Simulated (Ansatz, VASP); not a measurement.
# Si: VASP beside Ansatz

File INCAR:

```
PREC = Accurate
ENCUT = 500
EDIFF = 1E-6
ISMEAR = 0
SIGMA = 0.02
LREAL = F
LASPH = T
NELM = 120
ALGO = Normal
ISIF = 2
LWAVE = F
LCHARG = F
GGA = PE
NBANDS = 11
GGA_COMPAT = F
```

Contents of KPOINTS:

```
regular mesh
0
Gamma
  8 8 8
```

File POSCAR:

```
Si
1.0
    0.0000000000      2.7135600000      2.7135600000
    2.7135600000      0.0000000000      2.7135600000
    2.7135600000      2.7135600000      0.0000000000
Si
2
Direct
    0.7500000000      0.7500000000      0.7500000000
    0.5000000000      0.5000000000      0.5000000000
```

Input for Ansatz:

```yaml
crystal:
  lattice:
    - [0.0, 2.71356, 2.71356]
    - [2.71356, 0.0, 2.71356]
    - [2.71356, 2.71356, 0.0]
  atoms:
    - { symbol: Si, position: [0.75, 0.75, 0.75] }
    - { symbol: Si, position: [0.5, 0.5, 0.5] }
basis:
  ecutwfc: 420
kpoints:
  mp_grid: { grid: [8, 8, 8] }
hamiltonian:
  xc: pbe
scf:
  occupations: { method: gaussian, width: 0.02 }
output:
  forces: true
  stress: true
  eigenvalues: true
```

Alike in both runs: task single point; functional PBE; k mesh 8 × 8 × 8; occupations gaussian, width 0.02 eV; no spin polarisation.

```csv
,VASP,Ansatz
version,VASP 6.6.1,Ansatz 0.2.0
potentials or method,"VASP PAW PBE potentials, release 64 (Si), cutoff 500 eV","scalar-relativistic, plane waves, PAW"
valence electrons in the cell,8,8
```

|  | VASP | Ansatz | Ansatz less VASP |
| --- | --- | --- | --- |
| gap on the k mesh at the Fermi level (eV) | 0.61 | 0.61 | -0.003 |
| least direct gap on the mesh (eV) | 2.57 | 2.56 | -0.005 |
| pressure (GPa) | 2.1 | 2.2 | +0.08 |
